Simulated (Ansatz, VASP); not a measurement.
# Two plane-wave programs on NaCl

```xyz
2
Lattice="2.8600 0.0000 0.0000 0.0000 2.8600 0.0000 0.0000 0.0000 2.8600" Properties=species:S:1:pos:R:3 pbc="T T T"
Na    0.0000    0.0000    0.0000
Cl    1.4300    1.4300    1.4300
```

Alike in both runs: task electric field gradients; functional r2SCAN; k mesh 8 × 8 × 8; occupations fermi-dirac, width 0.02 eV; no spin polarisation.

|  | VASP | Ansatz |
| --- | --- | --- |
| version | VASP 6.6.1 | Ansatz 0.2.0 |
| potentials or method | VASP PAW PBE potentials, release 64 (Na_pv, Cl) | PAW with Ansatz's default frozen-core files, scalar-relativistic |
| plane-wave cutoff (eV) | 440 | 500 |
| valence electrons in the cell | 14 | 16 |

```tsv
	VASP	Ansatz	Ansatz less VASP
gap on the k mesh at the Fermi level (eV)	5.08	4.98	-0.091
```

VASP's potentials were made for PBE, not for r2SCAN. VASP's potentials hold 14 valence electrons a cell and Ansatz's 16, so a difference there can come from the potentials and not from the codes.
